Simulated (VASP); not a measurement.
# AlRu (rocksalt type) (Fm-3m) in VASP: a series of runs

The runs below take AlRu (rocksalt type) through single point, with LDA.

Everything below comes from runs of VASP 6.6.1. Logs are shortened: lines on timing, memory, paths and dates and some standing lists are left out, and cuts for length are marked.

### 1 The cell of the first run

It takes space group Fm-3m (No. 225, cubic). The conventional cell has a = 4.686 Å, b = 4.686 Å, c = 4.686 Å, α = 90.00°, β = 90.00°, γ = 90.00°. Within 3.1 Å of Ru (site symmetry m-3m) lie 6 Al at 2.34 Å. Al (site symmetry m-3m) has 6 Ru at 2.34 Å within 3.1 Å.

### 2 Single point, LDA (volume scaled by 0.88, level accurate)

INCAR reads:

```
SYSTEM = AlRu
PREC = Accurate
ENCUT = 520
EDIFF = 1E-6
ISMEAR = -1
SIGMA = 0.05
LREAL = .False.
LASPH = .True.
NELM = 80
ALGO = Normal
ISIF = 2
LWAVE = .False.
LCHARG = .True.
LELF = .True.
LVHAR = .True.
NBANDS = 16
```

KPOINTS reads:

```
Automatic mesh
0
Gamma
  14 14 14
  0 0 0
```

POSCAR reads:

```
AlRu
1.0
    0.0000000000      2.3429015214      2.3429015214
    2.3429015214      0.0000000000      2.3429015214
    2.3429015214      2.3429015214      0.0000000000
Ru Al
1 1
Direct
    0.0000000000      0.0000000000      0.0000000000
    0.5000000000      0.5000000000      0.5000000000
```

Potentials or basis: VASP PAW LDA potentials, release 64 (Ru_pv, Al).

The run is started by

```console
> cat potpaw_LDA.64/Ru_pv/POTCAR potpaw_LDA.64/Al/POTCAR > POTCAR
> mpirun -np 1 vasp_std > vasp.out
```

OUTCAR:

```text
SYSTEM = AlRu
   PREC = Accurate
   ENCUT = 520
   EDIFF = 1E-6
   ISMEAR = -1
   LREAL = .False.
   LASPH = .True.
   NELM = 80
   ISIF = 2

 ion  position               nearest neighbor table
   1  0.000  0.000  0.000-   2 2.34   2 2.34   2 2.34   2 2.34   2 2.34   2 2.34
   2  0.500  0.500  0.500-   1 2.34   1 2.34   1 2.34   1 2.34   1 2.34   1 2.34

  LATTYP: Found a face centered cubic cell.
 ALAT       =     4.6858030428

  Lattice vectors:

 A1 = (   0.0000000000,   2.3429015214,   2.3429015214)
 A2 = (   2.3429015214,   0.0000000000,   2.3429015214)
 A3 = (   2.3429015214,   2.3429015214,   0.0000000000)

Analysis of symmetry for initial positions (statically):
=====================================================================
 Subroutine PRICEL returns:
 Original cell was already a primitive cell.

 Routine SETGRP: Setting up the symmetry group for a
 face centered cubic supercell.

 Subroutine GETGRP returns: Found 48 space group operations
 (whereof 48 operations were pure point group operations)
 out of a pool of 48 trial point group operations.

The static configuration has the point symmetry O_h .

Analysis of symmetry for dynamics (positions and initial velocities):
=====================================================================
 Subroutine PRICEL returns:
 Original cell was already a primitive cell.

 Routine SETGRP: Setting up the symmetry group for a
 face centered cubic supercell.

 Subroutine GETGRP returns: Found 48 space group operations
 (whereof 48 operations were pure point group operations)
 out of a pool of 48 trial point group operations.

The dynamic configuration has the point symmetry O_h .

 Subroutine INISYM returns: Found 48 space group operations
 (whereof 48 operations are pure point group operations),
 and found     1 'primitive' translations

----------------------------------------------------------------------------------------

                                     Primitive cell

  volume of cell :      25.7213

  direct lattice vectors                    reciprocal lattice vectors
     0.000000000  2.342901521  2.342901521    -0.213410592  0.213410592  0.213410592
     2.342901521  0.000000000  2.342901521     0.213410592 -0.213410592  0.213410592
     2.342901521  2.342901521  0.000000000     0.213410592  0.213410592 -0.213410592

  length of vectors
     3.313363107  3.313363107  3.313363107     0.369637988  0.369637988  0.369637988

  position of ions in fractional coordinates (direct lattice)
     0.000000000  0.000000000  0.000000000
     0.500000000  0.500000000  0.500000000

  ion indices of the primitive-cell ions
   primitive index   ion index
[... 77 lines left out ...]
   NSW    =      0    number of steps for IOM
   IBRION =     -1    ionic relax: 0-MD 1-quasi-New 2-CG
   NFREE  =      0    steps in history (QN), initial steepest desc. (CG)
   ISIF   =      2    stress and relaxation
   ISYM   =      2    0-nonsym 1-usesym 2-fastsym
   POTIM  = 0.5000    time-step for ionic-motion
   TEBEG  =    0.0;   TEEND  =   0.0 temperature during run
   PSTRESS=    0.0 pullay stress
   NELECT =      17.0000    total number of electrons
   NUPDOWN=      -1.0000    fix difference up-down
   EMIN   =  10.00;   EMAX   =-10.00  energy-range for DOS
   EFERMI =   0.00;   METHOD = LEGACY
   ISMEAR =    -1;   SIGMA  =   0.05  broadening in eV -4-tet -1-fermi 0-gaus
   EFERMI_NEDOS =   21; number of points for ismear=-14 and -15
   IALGO  =     38    algorithm
   IMIX   =      4    mixing-type and parameters
     AMIX     =   0.40;   BMIX     =  1.00
     AMIX_MAG =   1.60;   BMIX_MAG =  1.00
  volume/ion in A,a.u.               =      12.86        86.79
  Fermi-wavevector in a.u.,A,eV,Ry     =   1.426025  2.694796 27.668086  2.033547
  Thomas-Fermi vector in A             =   2.546346
   LORBIT       =      0    0 simple, 1 ext, 2 COOP (PROOUT), +10 PAW based schemes
   GGA     = CA    functional components
   LHFCALC =     F    Hartree Fock is set to
   AEXX    =    0.0000 exact exchange contribution
   IVDW    =     0    specifies the selected vdW correction
   LEPSILON=     F    determine dielectric tensor
   LRPA    =     F    only Hartree local field effects (RPA)
 non-spin polarized calculation
  energy-cutoff  :      520.00
  volume of cell :       25.72
 maximum number of plane-waves:       702
 NGX is ok and might be reduce to    28
   NGX = 13   NGY = 13   NGZ = 13

 number of electron      16.9999999 magnetization

 Free energy of the ion-electron system (eV)
  ---------------------------------------------------
  ext. energy  EPLUGINS =         0.00000000
  ---------------------------------------------------
  free energy    TOTEN  =       -14.21943480 eV

  energy without entropy =      -14.20451552  energy(sigma->0) =      -14.21197516

 E-fermi :  11.4358     XC(G=0): -12.8991

 val. band max:       11.4254977905   @ k =   0.5000   0.2857   0.0714
 cond. band min:      11.4389680888   @ k =   0.5000   0.4286   0.0000
 fundamental gap:      0.0134702984
 Fermi energy:        11.4358092344

 k-point     1 :       0.0000    0.0000    0.0000
  band No.  band energies     occupation
      1     -30.3800      2.00000
      2     -30.3800      2.00000
      3     -30.3800      2.00000
      4       1.3187      2.00000
      5       8.7231      2.00000
      6       8.7231      2.00000
[... 433 lines left out ...]
      3     -30.4008      2.00000
      4       2.9786      2.00000
      5       7.7813      2.00000
      6       8.0604      2.00000
[... 8 lines left out ...]
     15      23.6340      0.00000
     16      24.7036      0.00000

 [... further k-points ...]

------------------------ aborting loop because EDIFF is reached ----------------------------------------

  FORCE on cell =-STRESS in cart. coord.  units (eV):
  Direction    XX          YY          ZZ          XY          YZ          ZX
  --------------------------------------------------------------------------------------
  -------------------------------------------------------------------------------------
  Total        4.5776114      4.5776114      4.5776114      0.0000000      0.0000000      0.0000000
  in kB      285.1395168    285.1395168    285.1395168      0.0000000      0.0000000      0.0000000
  external PRESSURE =     285.1395168 kB  Pullay stress =       0.0000000 kB

 VOLUME and BASIS-vectors are now :
 -----------------------------------------------------------------------------
  energy-cutoff  :      520.00
  volume of cell :       25.72
      direct lattice vectors                 reciprocal lattice vectors
     0.000000000  2.342901521  2.342901521    -0.213410592  0.213410592  0.213410592
     2.342901521  0.000000000  2.342901521     0.213410592 -0.213410592  0.213410592
     2.342901521  2.342901521  0.000000000     0.213410592  0.213410592 -0.213410592

 POSITION                                       TOTAL-FORCE (eV/Angst)
 -----------------------------------------------------------------------------------
      0.00000      0.00000      0.00000        -0.000000     -0.000000     -0.000000
      2.34290      2.34290      2.34290         0.000000      0.000000      0.000000
 -----------------------------------------------------------------------------------
    total drift:                               -0.000000     -0.000000      0.000000

  FREE ENERGIE OF THE ION-ELECTRON SYSTEM (eV)
  ---------------------------------------------------
  free  energy   TOTEN  =       -14.2194348043 eV

  energy  without entropy=      -14.2045155173  energy(sigma->0) =      -14.21197516
```

Wall time 65 s (1 thread of Intel Xeon 8259CL, shared host); peak memory 0.17 GiB.

What came out:

| Property | Result |
| --- | --- |
| Free energy | -14.2194 eV |
| Pressure | 28.5 GPa |

Caveat: the cell differs from its parent crystal (volume scaled by 0.88, level accurate).

### 3 Single point, LDA (volume scaled by 0.94)

INCAR reads:

```
PREC = Accurate
ENCUT = 520
EDIFF = 1E-7
ISMEAR = -1
SIGMA = 0.05
LREAL = False
LASPH = True
NELM = 60
ALGO = Normal
ISIF = 2
LWAVE = False
LCHARG = False
GGA = CA
NBANDS = 16
```

KPOINTS reads:

```
regular mesh
0
Gamma
  14 14 14
```

POSCAR reads:

```
AlRu
1.0
    0.0000000000      2.3949829622      2.3949829622
    2.3949829622      0.0000000000      2.3949829622
    2.3949829622      2.3949829622      0.0000000000
Ru Al
1 1
Direct
    0.0000000000      0.0000000000      0.0000000000
    0.5000000000      0.5000000000      0.5000000000
```

Potentials or basis: VASP PAW LDA potentials, release 64 (Ru_pv, Al).

The run is started by

```console
> cat potpaw_LDA.64/Ru_pv/POTCAR potpaw_LDA.64/Al/POTCAR > POTCAR
> mpirun -np 1 vasp_std > vasp.out
```

Wall time 76 s (1 thread of Intel Xeon 8259CL, shared host); peak memory 0.17 GiB.

It converged, with:

- Free energy: -14.4387 eV
- Pressure: 12.3 GPa

Levels at points of the mesh, in eV from the Fermi level:
| k point | band 7 | band 8 | band 9 | band 10 | band 11 | band 12 |
| --- | --- | --- | --- | --- | --- | --- |
| (0.00, 0.00, 0.00) | -2.42 | -2.00 | -2.00 | 7.13 | 7.13 | 7.13 |
| (0.50, 0.00, 0.00) | -3.24 | -0.38 | -0.38 | 1.58 | 7.62 | 8.33 |
| (0.50, 0.50, 0.00) | -1.12 | 0.11 | 0.11 | 2.54 | 2.63 | 2.63 |

Caveat: the cell differs from its parent crystal (volume scaled by 0.94).

### 4 Single point, LDA

This run uses another cell than the first one, of 14.61 Å³/atom, 1.136 times its volume.

INCAR reads:

```
SYSTEM = AlRu
PREC = Accurate
ENCUT = 520
EDIFF = 1E-7
ISMEAR = -1
SIGMA = 0.05
LREAL = .FALSE.
LASPH = .TRUE.
NELM = 80
ALGO = Normal
ISIF = 2
LWAVE = .FALSE.
LCHARG = .FALSE.
NBANDS = 16
```

KPOINTS reads:

```
regular mesh
0
G
  14 14 14
  0 0 0
```

POSCAR reads:

```
AlRu
1.0
    0.0000000000      2.4448927367      2.4448927367
    2.4448927367      0.0000000000      2.4448927367
    2.4448927367      2.4448927367      0.0000000000
Ru Al
1 1
Direct
    0.0000000000      0.0000000000      0.0000000000
    0.5000000000      0.5000000000      0.5000000000
```

Potentials or basis: VASP PAW LDA potentials, release 64 (Ru_pv, Al).

The run is started by

```console
> cat potpaw_LDA.64/Ru_pv/POTCAR potpaw_LDA.64/Al/POTCAR > POTCAR
> mpirun -np 1 vasp_std > vasp.out
```

OUTCAR:

```text
SYSTEM = AlRu
   PREC = Accurate
   ENCUT = 520
   EDIFF = 1E-7
   ISMEAR = -1
   LREAL = .FALSE.
   LASPH = .TRUE.
   NELM = 80
   ISIF = 2

 ion  position               nearest neighbor table
   1  0.000  0.000  0.000-   2 2.44   2 2.44   2 2.44   2 2.44   2 2.44   2 2.44
   2  0.500  0.500  0.500-   1 2.44   1 2.44   1 2.44   1 2.44   1 2.44   1 2.44

  LATTYP: Found a face centered cubic cell.
 ALAT       =     4.8897854734

  Lattice vectors:

 A1 = (   0.0000000000,   2.4448927367,   2.4448927367)
 A2 = (   2.4448927367,   0.0000000000,   2.4448927367)
 A3 = (   2.4448927367,   2.4448927367,   0.0000000000)
[... 625 lines left out ...]
      5       6.5255      2.00000
      6       6.7243      2.00000
[... 8 lines left out ...]
     15      21.7286      0.00000
     16      22.1624      0.00000

 [... further k-points ...]
[... 5 lines left out ...]
  --------------------------------------------------------------------------------------
  -------------------------------------------------------------------------------------
  Total        0.0798229      0.0798229      0.0798229      0.0000000      0.0000000      0.0000000
  in kB        4.3755090      4.3755090      4.3755090      0.0000000      0.0000000      0.0000000
  external PRESSURE =       4.3755090 kB  Pullay stress =       0.0000000 kB

 VOLUME and BASIS-vectors are now :
 -----------------------------------------------------------------------------
  energy-cutoff  :      520.00
  volume of cell :       29.23
      direct lattice vectors                 reciprocal lattice vectors
     0.000000000  2.444892737  2.444892737    -0.204507949  0.204507949  0.204507949
     2.444892737  0.000000000  2.444892737     0.204507949 -0.204507949  0.204507949
     2.444892737  2.444892737  0.000000000     0.204507949  0.204507949 -0.204507949

 POSITION                                       TOTAL-FORCE (eV/Angst)
 -----------------------------------------------------------------------------------
      0.00000      0.00000      0.00000         0.000000     -0.000000     -0.000000
      2.44489      2.44489      2.44489        -0.000000      0.000000      0.000000
 -----------------------------------------------------------------------------------
    total drift:                               -0.000000     -0.000000      0.000000

  FREE ENERGIE OF THE ION-ELECTRON SYSTEM (eV)
  ---------------------------------------------------
  free  energy   TOTEN  =       -14.5055696110 eV

  energy  without entropy=      -14.4874602728  energy(sigma->0) =      -14.49651494
```

OSZICAR:

```text
N       E                     dE             d eps       ncg     rms          rms(c)
DAV:   1     0.117401191714E+03    0.11740E+03   -0.89041E+03  3352   0.980E+02
DAV:   2    -0.129078280652E+02   -0.13031E+03   -0.12382E+03  3904   0.290E+02
DAV:   3    -0.147545934990E+02   -0.18468E+01   -0.18403E+01  4176   0.364E+01
DAV:   4    -0.147641717203E+02   -0.95782E-02   -0.95770E-02  4136   0.288E+00
DAV:   5    -0.147642748210E+02   -0.10310E-03   -0.10310E-03  4328   0.296E-01    0.981E+00
DAV:   6    -0.145452258084E+02    0.21905E+00   -0.99825E-01  3720   0.104E+01    0.248E+00
DAV:   7    -0.145112065364E+02    0.34019E-01   -0.96753E-02  3504   0.338E+00    0.229E+00
DAV:   8    -0.145056253164E+02    0.55812E-02   -0.87401E-03  3968   0.547E-01    0.203E-01
DAV:   9    -0.145055784064E+02    0.46910E-04   -0.25766E-04  4240   0.142E-01    0.113E-01
DAV:  10    -0.145055704389E+02    0.79675E-05   -0.26379E-05  3944   0.538E-02    0.141E-02
DAV:  11    -0.145055696335E+02    0.80538E-06   -0.75111E-07  4360   0.821E-03    0.866E-03
DAV:  12    -0.145055696110E+02    0.22540E-07   -0.27948E-08  2864   0.158E-03
   1 F= -.14505570E+02 E0= -.14496515E+02  d E =-.181093E-01
```

Run time: 94 s. Hardware: 1 thread of Intel Xeon 8259CL, shared host; peak memory 0.18 GiB.

What came out:

| Property | Result |
| --- | --- |
| Free energy | -14.5056 eV |
| Pressure | 0.4 GPa |

### 5 Summary

| cell | gap on the mesh (eV) | pressure (GPa) |
| --- | --- | --- |
| a = 3.313 Å, angles 60.0°, 2 atoms | none | 28.5 |
| a = 3.387 Å, angles 60.0°, 2 atoms | none | 12.3 |
| a = 3.458 Å, angles 60.0°, 2 atoms | none | 0.4 |

Alike in all rows: task single point; level LDA; potentials or basis VASP PAW LDA potentials, release 64 (Ru_pv, Al); no spin polarisation; k mesh 14 × 14 × 14; cutoff (eV) 520; smearing fermi-dirac 0.05 eV.

Absolute energies hang on the potentials; compare differences alone.
